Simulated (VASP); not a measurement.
# PbSe (Fm-3m) in VASP: a series of runs, part 2 of 2

VASP 6.6.1. The steps go on from the part before.

### Step 3. Single point, PBE (volume scaled by 0.97)

Input file INCAR:

```
PREC = Accurate
ENCUT = 520
EDIFF = 1E-7
ISMEAR = 0
SIGMA = 0.01
LREAL = F
LASPH = T
NELM = 100
ALGO = Normal
ISIF = 2
LWAVE = F
LCHARG = T
GGA = PE
LELF = T
LVHAR = T
NBANDS = 17
```

Input file KPOINTS:

```
Automatic mesh
0
Gamma
  10 10 10
```

Input file POSCAR:

```
PbSe
1.0
    0.0000000000      3.0775381749      3.0775381749
    3.0775381749      0.0000000000      3.0775381749
    3.0775381749      3.0775381749      0.0000000000
Pb Se
1 1
Direct
    0.0000000000      0.0000000000      0.0000000000
    0.5000000000      0.5000000000      0.5000000000
```

Potentials or basis: VASP PAW PBE potentials, release 64 (Pb_d, Se).

Launch:

```sh
$ cat potpaw_PBE.64/Pb_d/POTCAR potpaw_PBE.64/Se/POTCAR > POTCAR
$ mpirun -np 1 vasp_std > vasp.out
```

OUTCAR:

```text
PREC = Accurate
   ENCUT = 520
   EDIFF = 1E-7
   ISMEAR = 0
   LREAL = F
   LASPH = T
   NELM = 100
   ISIF = 2
   GGA = PE

 ion  position               nearest neighbor table
   1  0.000  0.000  0.000-   2 3.08   2 3.08   2 3.08   2 3.08   2 3.08   2 3.08
   2  0.500  0.500  0.500-   1 3.08   1 3.08   1 3.08   1 3.08   1 3.08   1 3.08

  LATTYP: Found a face centered cubic cell.
 ALAT       =     6.1550763498

  Lattice vectors:

 A1 = (   0.0000000000,   3.0775381749,   3.0775381749)
 A2 = (   3.0775381749,   0.0000000000,   3.0775381749)
 A3 = (   3.0775381749,   3.0775381749,   0.0000000000)

Analysis of symmetry for initial positions (statically):
=====================================================================
 Subroutine PRICEL returns:
 Original cell was already a primitive cell.

 Routine SETGRP: Setting up the symmetry group for a
 face centered cubic supercell.

 Subroutine GETGRP returns: Found 48 space group operations
 (whereof 48 operations were pure point group operations)
 out of a pool of 48 trial point group operations.

The static configuration has the point symmetry O_h .

Analysis of symmetry for dynamics (positions and initial velocities):
=====================================================================
 Subroutine PRICEL returns:
 Original cell was already a primitive cell.

 Routine SETGRP: Setting up the symmetry group for a
 face centered cubic supercell.

 Subroutine GETGRP returns: Found 48 space group operations
 (whereof 48 operations were pure point group operations)
 out of a pool of 48 trial point group operations.

The dynamic configuration has the point symmetry O_h .

 Subroutine INISYM returns: Found 48 space group operations
 (whereof 48 operations are pure point group operations),
 and found     1 'primitive' translations

----------------------------------------------------------------------------------------

                                     Primitive cell

  volume of cell :      58.2962

  direct lattice vectors                    reciprocal lattice vectors
     0.000000000  3.077538175  3.077538175    -0.162467522  0.162467522  0.162467522
     3.077538175  0.000000000  3.077538175     0.162467522 -0.162467522  0.162467522
     3.077538175  3.077538175  0.000000000     0.162467522  0.162467522 -0.162467522

  length of vectors
     4.352296226  4.352296226  4.352296226     0.281402002  0.281402002  0.281402002

  position of ions in fractional coordinates (direct lattice)
     0.000000000  0.000000000  0.000000000
     0.500000000  0.500000000  0.500000000

  ion indices of the primitive-cell ions
   primitive index   ion index
                 1           1
                 2           2

----------------------------------------------------------------------------------------

 KPOINTS: Automatic mesh

Automatic generation of k-mesh.
 Grid dimensions read from file:
 generate k-points for:   10   10   10

 Generating k-lattice:

  Cartesian coordinates                     Fractional coordinates (reciprocal lattice)
    -0.016246752  0.016246752  0.016246752     0.100000000  0.000000000  0.000000000
     0.016246752 -0.016246752  0.016246752     0.000000000  0.100000000  0.000000000
     0.016246752  0.016246752 -0.016246752     0.000000000  0.000000000  0.100000000

  Length of vectors
     0.028140200  0.028140200  0.028140200

  Shift w.r.t. Gamma in fractional coordinates (k-lattice)
     0.000000000  0.000000000  0.000000000

 Subroutine IBZKPT returns following result:
 ===========================================

 Found     47 irreducible k-points:

 Following reciprocal coordinates:
            Coordinates               Weight
  0.000000  0.000000  0.000000      1.000000
  0.100000  0.000000  0.000000      8.000000
  0.200000  0.000000  0.000000      8.000000
  0.300000  0.000000  0.000000      8.000000
  0.400000  0.000000  0.000000      8.000000
  0.500000  0.000000  0.000000      4.000000
[... 16 lines left out ...]
  0.300000  0.300000  0.000000      6.000000
  0.400000  0.300000  0.000000     24.000000
 [... further k-points ...]
   k-points           NKPTS =     47   k-points in BZ     NKDIM =     47   number of bands    NBANDS=     17
   number of dos      NEDOS =    301   number of ions     NIONS =      2
   total plane-waves  NPLWV =  32768
   dimension x,y,z NGX =    32 NGY =   32 NGZ =   32
   dimension x,y,z NGXF=    64 NGYF=   64 NGZF=   64
   ions per type =               1   1
   NGX,Y,Z   is equivalent  to a cutoff of  12.22, 12.22, 12.22 a.u.
   NGXF,Y,Z  is equivalent  to a cutoff of  24.45, 24.45, 24.45 a.u.
 SYSTEM =  unknown system
   PREC   = accura    normal or accurate (medium, high low for compatibility)
   ISTART =      0    job   : 0-new  1-cont  2-samecut
   ICHARG =      2    charge: 1-file 2-atom 10-const
   ISPIN  =      1    spin polarized calculation?
   LNONCOLLINEAR =      F non collinear calculations
   LSORBIT =      F    spin-orbit coupling
   LASPH  =      T    aspherical Exc in radial PAW
   ENCUT  =  520.0 eV  38.22 Ry    6.18 a.u.   8.09  8.09  8.09*2*pi/ulx,y,z
   NELM   =    100;   NELMIN=  2; NELMDL= -5     # of ELM steps
   EDIFF  = 0.1E-06   stopping-criterion for ELM
   LREAL  =      F    real-space projection
   EDIFFG = 0.1E-05   stopping-criterion for IOM
   NSW    =      0    number of steps for IOM
   IBRION =     -1    ionic relax: 0-MD 1-quasi-New 2-CG
   NFREE  =      0    steps in history (QN), initial steepest desc. (CG)
   ISIF   =      2    stress and relaxation
   ISYM   =      2    0-nonsym 1-usesym 2-fastsym
   POTIM  = 0.5000    time-step for ionic-motion
   TEBEG  =    0.0;   TEEND  =   0.0 temperature during run
   PSTRESS=    0.0 pullay stress
   NELECT =      20.0000    total number of electrons
   NUPDOWN=      -1.0000    fix difference up-down
   EMIN   =  10.00;   EMAX   =-10.00  energy-range for DOS
   EFERMI =   0.00;   METHOD = LEGACY
   ISMEAR =     0;   SIGMA  =   0.01  broadening in eV -4-tet -1-fermi 0-gaus
   EFERMI_NEDOS =   21; number of points for ismear=-14 and -15
   IALGO  =     38    algorithm
   IMIX   =      4    mixing-type and parameters
     AMIX     =   0.40;   BMIX     =  1.00
     AMIX_MAG =   1.60;   BMIX_MAG =  1.00
  volume/ion in A,a.u.               =      29.15       196.70
  Fermi-wavevector in a.u.,A,eV,Ry     =   1.146053  2.165726 17.870403  1.313438
  Thomas-Fermi vector in A             =   2.282739
   LORBIT       =      0    0 simple, 1 ext, 2 COOP (PROOUT), +10 PAW based schemes
   GGA     = PE    functional components
   LHFCALC =     F    Hartree Fock is set to
   AEXX    =    0.0000 exact exchange contribution
   IVDW    =     0    specifies the selected vdW correction
   LEPSILON=     F    determine dielectric tensor
   LRPA    =     F    only Hartree local field effects (RPA)
 non-spin polarized calculation
 Gauss-broadening in eV      SIGMA  =   0.01
  energy-cutoff  :      520.00
  volume of cell :       58.30
 maximum number of plane-waves:      1596
   NGX = 17   NGY = 17   NGZ = 17

 number of electron      19.9999995 magnetization

 Free energy of the ion-electron system (eV)
  ---------------------------------------------------
  ext. energy  EPLUGINS =         0.00000000
  ---------------------------------------------------
  free energy    TOTEN  =        -8.18948751 eV

  energy without entropy =       -8.18948751  energy(sigma->0) =       -8.18948751

 E-fermi :   4.9162     XC(G=0):  -9.4539

 val. band max:        4.8536678277   @ k =   0.5000   0.0000   0.0000
 cond. band min:       5.1987215815   @ k =   0.5000   0.0000   0.0000
 fundamental gap:      0.3450537538
 Fermi energy:         4.9161836608

 k-point     1 :       0.0000    0.0000    0.0000
  band No.  band energies     occupation
      1     -11.9446      2.00000
      2     -11.9446      2.00000
      3     -11.9446      2.00000
      4     -11.9398      2.00000
      5     -11.9398      2.00000
      6      -8.5885      2.00000
[... 9 lines left out ...]
     16      11.4181      0.00000
     17      13.0916      0.00000

 k-point     2 :       0.1000    0.0000    0.0000
  band No.  band energies     occupation
      1     -11.9443      2.00000
      2     -11.9440      2.00000
      3     -11.9440      2.00000
      4     -11.9398      2.00000
      5     -11.9398      2.00000
      6      -8.5144      2.00000
[... 9 lines left out ...]
     16      11.6416      0.00000
     17      13.8187      0.00000
[... 421 lines left out ...]
 k-point    24 :       0.4000    0.3000    0.0000
  band No.  band energies     occupation
      1     -12.0190      2.00000
      2     -11.9556      2.00000
      3     -11.9296      2.00000
      4     -11.9134      2.00000
      5     -11.9109      2.00000
      6      -7.5473      2.00000
[... 9 lines left out ...]
     16      15.5713      0.00000
     17      16.2974      0.00000

 [... further k-points ...]
[... 5 lines left out ...]
  --------------------------------------------------------------------------------------
  -------------------------------------------------------------------------------------
  Total        0.5487131      0.5487131      0.5487131      0.0000000     -0.0000000      0.0000000
  in kB       15.0804928     15.0804928     15.0804928      0.0000000     -0.0000000      0.0000000
  external PRESSURE =      15.0804928 kB  Pullay stress =       0.0000000 kB

 VOLUME and BASIS-vectors are now :
 -----------------------------------------------------------------------------
  energy-cutoff  :      520.00
  volume of cell :       58.30
      direct lattice vectors                 reciprocal lattice vectors
     0.000000000  3.077538175  3.077538175    -0.162467522  0.162467522  0.162467522
     3.077538175  0.000000000  3.077538175     0.162467522 -0.162467522  0.162467522
     3.077538175  3.077538175  0.000000000     0.162467522  0.162467522 -0.162467522

 POSITION                                       TOTAL-FORCE (eV/Angst)
 -----------------------------------------------------------------------------------
      0.00000      0.00000      0.00000         0.000000      0.000000      0.000000
      3.07754      3.07754      3.07754         0.000000      0.000000      0.000000
 -----------------------------------------------------------------------------------
    total drift:                                0.000000     -0.000000     -0.000000

  FREE ENERGIE OF THE ION-ELECTRON SYSTEM (eV)
  ---------------------------------------------------
  free  energy   TOTEN  =        -8.1894875121 eV

  energy  without entropy=       -8.1894875121  energy(sigma->0) =       -8.18948751
```

OSZICAR:

```text
N       E                     dE             d eps       ncg     rms          rms(c)
DAV:   1     0.158937270652E+03    0.15894E+03   -0.94500E+03  1598   0.119E+03
DAV:   2     0.364636053812E+01   -0.15529E+03   -0.15027E+03  1685   0.307E+02
DAV:   3    -0.819549304321E+01   -0.11842E+02   -0.11761E+02  2040   0.898E+01
DAV:   4    -0.847997658331E+01   -0.28448E+00   -0.28431E+00  2014   0.157E+01
DAV:   5    -0.848959527142E+01   -0.96187E-02   -0.96183E-02  2319   0.278E+00    0.274E+00
DAV:   6    -0.819088434931E+01    0.29871E+00   -0.74006E-01  2415   0.582E+00    0.153E+00
DAV:   7    -0.818633633962E+01    0.45480E-02   -0.12293E-01  1917   0.166E+00    0.849E-01
DAV:   8    -0.818989033103E+01   -0.35540E-02   -0.13571E-02  1903   0.126E+00    0.170E-01
DAV:   9    -0.818940698798E+01    0.48334E-03   -0.28852E-03  2459   0.518E-01    0.535E-02
DAV:  10    -0.818947960235E+01   -0.72614E-04   -0.23070E-04  1862   0.859E-02    0.193E-02
DAV:  11    -0.818948751296E+01   -0.79106E-05   -0.59640E-05  2079   0.773E-02    0.900E-03
DAV:  12    -0.818948748889E+01    0.24067E-07   -0.31750E-06  2070   0.121E-02    0.233E-03
DAV:  13    -0.818948751210E+01   -0.23214E-07   -0.17868E-07  1840   0.406E-03
   1 F= -.81894875E+01 E0= -.81894875E+01  d E =-.240027E-21
```

Wall time 34 s (1 thread of Intel Xeon Platinum 8259CL at 2.50GHz (Skylake/Cascade Lake), shared host); peak memory 0.2 GiB.

Results:

- Free energy: -8.1895 eV
- Pressure: 1.5 GPa
- Band gap on the k mesh: 0.34 eV, direct

Levels at points of the mesh, in eV from the valence-band top:
| k point | band 8 | band 9 | band 10 | band 11 | band 12 | band 13 |
| --- | --- | --- | --- | --- | --- | --- |
| (0.00, 0.00, 0.00) | -1.79 | -1.79 | -1.79 | 4.69 | 4.69 | 4.69 |
| (0.50, 0.00, 0.00) | -1.39 | -1.39 | 0.00 | 0.34 | 1.74 | 1.74 |
| (0.50, 0.50, 0.00) | -4.83 | -3.12 | -3.12 | 3.78 | 5.56 | 5.56 |

Caveat: spin-orbit coupling is left out, which moves the levels of the heavy elements. A k mesh can miss the band edges.
